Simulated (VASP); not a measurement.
# TePb (Fm-3m) in VASP: single point with PBE

Aim: the single point of TePb with PBE.

All numbers are computed with VASP 6.6.1; they aren't measurements. Logs are shortened: lines on timing, memory, paths and dates and some standing lists are left out, and cuts for length are marked.

### Step 1. The cell of the first run

Symmetry: Fm-3m, No. 225, cubic system. The conventional cell has a = 6.454 Å, b = 6.454 Å, c = 6.454 Å, α = 90.00°, β = 90.00°, γ = 90.00°. Within 4.2 Å of Te (site symmetry m-3m) lie 6 Pb at 3.23 Å. Pb (site symmetry m-3m) has 6 Te at 3.23 Å within 4.2 Å.

### Step 2. Single point, PBE

Contents of INCAR:

```
PREC = Accurate
ENCUT = 500
EDIFF = 1E-6
ISMEAR = 0
SIGMA = 0.1
LREAL = F
LASPH = T
NELM = 120
ALGO = Normal
ISIF = 2
LWAVE = F
LCHARG = F
GGA = PE
NBANDS = 94
ISYM = 0
GGA_COMPAT = F
```

Contents of KPOINTS:

```
Automatic mesh
0
Gamma
  2 2 2
  0.5 0.5 0.5
```

Contents of POSCAR:

```
TePb
1.0
    6.4540000000      0.0000000000     -6.4540000000
    0.0000000000      6.4540000000     -6.4540000000
    6.4540000000      6.4540000000      0.0000000000
Te Pb
8 8
Direct
    0.2500000000      0.2500000000      0.7500000000
    0.2500000000      0.2500000000      0.2500000000
    0.2500000000      0.7500000000      0.7500000000
    0.2500000000      0.7500000000      0.2500000000
    0.7500000000      0.2500000000      0.7500000000
    0.7500000000      0.2500000000      0.2500000000
    0.7500000000      0.7500000000      0.7500000000
    0.7500000000      0.7500000000      0.2500000000
    0.5000000000      0.5000000000      0.0000000000
    0.5000000000      0.5000000000      0.5000000000
    0.5000000000      0.0000000000      0.0000000000
    0.5000000000      0.0000000000      0.5000000000
    0.0000000000      0.5000000000      0.0000000000
    0.0000000000      0.5000000000      0.5000000000
    0.0000000000      0.0000000000      0.0000000000
    0.0000000000      0.0000000000      0.5000000000
```

Potentials or basis: VASP PAW PBE potentials, release 64 (Te, Pb_d).

Started as:

```bash
cat potpaw_PBE.64/Te/POTCAR potpaw_PBE.64/Pb_d/POTCAR > POTCAR
mpirun -np 1 vasp_std > vasp.out
```

OUTCAR:

```text
PREC = Accurate
   ENCUT = 500
   EDIFF = 1E-6
   ISMEAR = 0
   LREAL = F
   LASPH = T
   NELM = 120
   ISIF = 2
   GGA = PE
   ISYM = 0

 ion  position               nearest neighbor table
   1  0.250  0.250  0.750-  10 3.23  11 3.23  12 3.23  13 3.23  14 3.23  15 3.23
   2  0.250  0.250  0.250-   9 3.23  11 3.23  12 3.23  13 3.23  14 3.23  16 3.23
   3  0.250  0.750  0.750-   9 3.23  10 3.23  12 3.23  13 3.23  15 3.23  16 3.23
   4  0.250  0.750  0.250-   9 3.23  10 3.23  11 3.23  14 3.23  15 3.23  16 3.23
   5  0.750  0.250  0.750-   9 3.23  10 3.23  11 3.23  14 3.23  15 3.23  16 3.23
   6  0.750  0.250  0.250-   9 3.23  10 3.23  12 3.23  13 3.23  15 3.23  16 3.23
[... 8 lines left out ...]
  15  0.000  0.000  0.000-   1 3.23   3 3.23   4 3.23   5 3.23   6 3.23   8 3.23
  16  0.000  0.000  0.500-   2 3.23   3 3.23   4 3.23   5 3.23   6 3.23   7 3.23

IMPORTANT INFORMATION: All symmetrisations will be switched off!
NOSYMM: (Re-)initialisation of all symmetry stuff for point group C_1.

----------------------------------------------------------------------------------------

                                     Primitive cell

  volume of cell :     537.6713

  direct lattice vectors                    reciprocal lattice vectors
     6.454000000  0.000000000 -6.454000000     0.077471336 -0.077471336 -0.077471336
     0.000000000  6.454000000 -6.454000000    -0.077471336  0.077471336 -0.077471336
     6.454000000  6.454000000  0.000000000     0.077471336  0.077471336  0.077471336

  length of vectors
     9.127334332  9.127334332  9.127334332     0.134184289  0.134184289  0.134184289

  position of ions in fractional coordinates (direct lattice)
     0.250000000  0.250000000  0.750000000
     0.250000000  0.250000000  0.250000000
     0.250000000  0.750000000  0.750000000
     0.250000000  0.750000000  0.250000000
     0.750000000  0.250000000  0.750000000
     0.750000000  0.250000000  0.250000000
[... 8 lines left out ...]
     0.000000000  0.000000000  0.000000000
     0.000000000  0.000000000  0.500000000

  ion indices of the primitive-cell ions
   primitive index   ion index
                 1           1
                 2           2
                 3           3
                 4           4
                 5           5
                 6           6
[... 8 lines left out ...]
                15          15
                16          16

----------------------------------------------------------------------------------------

 KPOINTS: Automatic mesh

Automatic generation of k-mesh.
 Grid dimensions read from file:
 generate k-points for:    2    2    2
[... 61 lines left out ...]
   ISIF   =      2    stress and relaxation
   ISYM   =      0    0-nonsym 1-usesym 2-fastsym
   POTIM  = 0.5000    time-step for ionic-motion
   TEBEG  =    0.0;   TEEND  =   0.0 temperature during run
   PSTRESS=    0.0 pullay stress
   NELECT =     160.0000    total number of electrons
   NUPDOWN=      -1.0000    fix difference up-down
   EMIN   =  10.00;   EMAX   =-10.00  energy-range for DOS
   EFERMI =   0.00;   METHOD = LEGACY
   ISMEAR =     0;   SIGMA  =   0.10  broadening in eV -4-tet -1-fermi 0-gaus
   EFERMI_NEDOS =   21; number of points for ismear=-14 and -15
   IALGO  =     38    algorithm
   IMIX   =      4    mixing-type and parameters
     AMIX     =   0.40;   BMIX     =  1.00
     AMIX_MAG =   1.60;   BMIX_MAG =  1.00
  volume/ion in A,a.u.               =      33.60       226.77
  Fermi-wavevector in a.u.,A,eV,Ry     =   1.092972  2.065418 16.253366  1.194589
  Thomas-Fermi vector in A             =   2.229249
   LORBIT       =      0    0 simple, 1 ext, 2 COOP (PROOUT), +10 PAW based schemes
   GGA     = PE    functional components
   LHFCALC =     F    Hartree Fock is set to
   AEXX    =    0.0000 exact exchange contribution
   IVDW    =     0    specifies the selected vdW correction
   LEPSILON=     F    determine dielectric tensor
   LRPA    =     F    only Hartree local field effects (RPA)
 non-spin polarized calculation
 Gauss-broadening in eV      SIGMA  =   0.10
  energy-cutoff  :      500.00
  volume of cell :      537.67
 maximum number of plane-waves:     13668
 NGX is ok and might be reduce to    70
   NGX = 33   NGY = 33   NGZ = 33

 number of electron     159.9999979 magnetization

 Free energy of the ion-electron system (eV)
  ---------------------------------------------------
  ext. energy  EPLUGINS =         0.00000000
  ---------------------------------------------------
  free energy    TOTEN  =       -60.03680350 eV

  energy without entropy =      -60.03680350  energy(sigma->0) =      -60.03680350

 E-fermi :   6.0009     XC(G=0):  -9.3155

 val. band max:        5.5158972450   @ k =   0.2500   0.5000   0.0000
 cond. band min:       6.8585877295   @ k =   0.0000   0.2500   0.0000
 fundamental gap:      1.3426904845
 Fermi energy:         6.0008721972

 k-point     1 :       0.2500    0.2500    0.2500
  band No.  band energies     occupation
      1     -11.1078      2.00000
      2     -11.1078      2.00000
      3     -11.1078      2.00000
      4     -11.0734      2.00000
      5     -11.0734      2.00000
      6     -11.0734      2.00000
[... 1509 lines left out ...]
     91       8.7729      0.00000
     92       9.2190      0.00000
 [bands above 92 left out]

------------------------ aborting loop because EDIFF is reached ----------------------------------------

  FORCE on cell =-STRESS in cart. coord.  units (eV):
  Direction    XX          YY          ZZ          XY          YZ          ZX
  --------------------------------------------------------------------------------------
  -------------------------------------------------------------------------------------
  Total        7.7413629      7.7412980      7.7412998      0.0001050      0.0000053     -0.0001076
  in kB       23.0680630     23.0678698     23.0678751      0.0003128      0.0000159     -0.0003206
  external PRESSURE =      23.0679359 kB  Pullay stress =       0.0000000 kB

 VOLUME and BASIS-vectors are now :
 -----------------------------------------------------------------------------
  energy-cutoff  :      500.00
  volume of cell :      537.67
      direct lattice vectors                 reciprocal lattice vectors
     6.454000000  0.000000000 -6.454000000     0.077471336 -0.077471336 -0.077471336
     0.000000000  6.454000000 -6.454000000    -0.077471336  0.077471336 -0.077471336
     6.454000000  6.454000000  0.000000000     0.077471336  0.077471336  0.077471336

 POSITION                                       TOTAL-FORCE (eV/Angst)
 -----------------------------------------------------------------------------------
      6.45400      6.45400     -3.22700        -0.000001      0.000002      0.000002
      3.22700      3.22700     -3.22700         0.000000     -0.000000      0.000003
      6.45400      9.68100     -6.45400        -0.000003     -0.000001      0.000007
      3.22700      6.45400     -6.45400         0.000000      0.000003     -0.000001
      9.68100      6.45400     -6.45400         0.000002     -0.000002     -0.000001
      6.45400      3.22700     -6.45400        -0.000002     -0.000007      0.000002
[... 8 lines left out ...]
      0.00000      0.00000      0.00000        -0.000004     -0.000009     -0.000003
      3.22700      3.22700      0.00000        -0.000008      0.000011      0.000011
 -----------------------------------------------------------------------------------
    total drift:                               -0.000014      0.000031     -0.000019

  FREE ENERGIE OF THE ION-ELECTRON SYSTEM (eV)
  ---------------------------------------------------
  free  energy   TOTEN  =       -60.0368035046 eV

  energy  without entropy=      -60.0368035046  energy(sigma->0) =      -60.03680350
```

OSZICAR:

```text
N       E                     dE             d eps       ncg     rms          rms(c)
DAV:   1     0.177979727797E+04    0.17798E+04   -0.67362E+04  3008   0.165E+03
DAV:   2     0.193058645322E+03   -0.15867E+04   -0.15435E+04  3072   0.456E+02
DAV:   3    -0.437100934262E+02   -0.23677E+03   -0.22599E+03  3694   0.205E+02
DAV:   4    -0.601583729673E+02   -0.16448E+02   -0.16243E+02  3592   0.549E+01
DAV:   5    -0.609587295640E+02   -0.80036E+00   -0.79809E+00  3776   0.112E+01    0.976E+00
DAV:   6    -0.600462188561E+02    0.91251E+00   -0.20113E+00  4080   0.465E+00    0.658E+00
DAV:   7    -0.600406395606E+02    0.55793E-02   -0.11411E+00  3968   0.274E+00    0.182E+00
DAV:   8    -0.600324711071E+02    0.81685E-02   -0.14102E-01  3530   0.159E+00    0.118E+00
DAV:   9    -0.600379001927E+02   -0.54291E-02   -0.10317E-02  3688   0.397E-01    0.232E-01
DAV:  10    -0.600366522144E+02    0.12480E-02   -0.29609E-03  3854   0.234E-01    0.794E-02
DAV:  11    -0.600368361186E+02   -0.18390E-03   -0.14018E-03  3560   0.132E-01    0.728E-02
DAV:  12    -0.600368097021E+02    0.26417E-04   -0.11472E-04  3830   0.431E-02    0.390E-02
DAV:  13    -0.600368043243E+02    0.53777E-05   -0.19679E-05  3280   0.173E-02    0.137E-02
DAV:  14    -0.600368026374E+02    0.16869E-05   -0.43682E-06  2722   0.106E-02    0.724E-03
DAV:  15    -0.600368035046E+02   -0.86722E-06   -0.28988E-06  2344   0.585E-03
   1 F= -.60036804E+02 E0= -.60036804E+02  d E =-.258129E-11
```

It took 39 min on 1 thread of AMD EPYC 9755, shared host; peak memory 0.99 GiB.

Results:

| Quantity | Value |
| --- | --- |
| Free energy | -60.0368 eV |
| Pressure | 2.3 GPa |
| Band gap on the k mesh | 1.34 eV |

Levels at points of the mesh, in eV from the valence-band top:
```tsv
k point	band 76	band 77	band 78	band 79	band 80	band 81	band 82	band 83	band 84	band 85
(0.25, 0.25, 0.25)	-0.85	-0.77	-0.77	-0.77	-0.09	1.34	1.76	1.76	1.86	1.86
```

Caveat: spin-orbit coupling is left out, which moves the levels of the heavy elements; a shifted mesh leaves out Γ, where band edges can lie. A k mesh can miss the band edges.
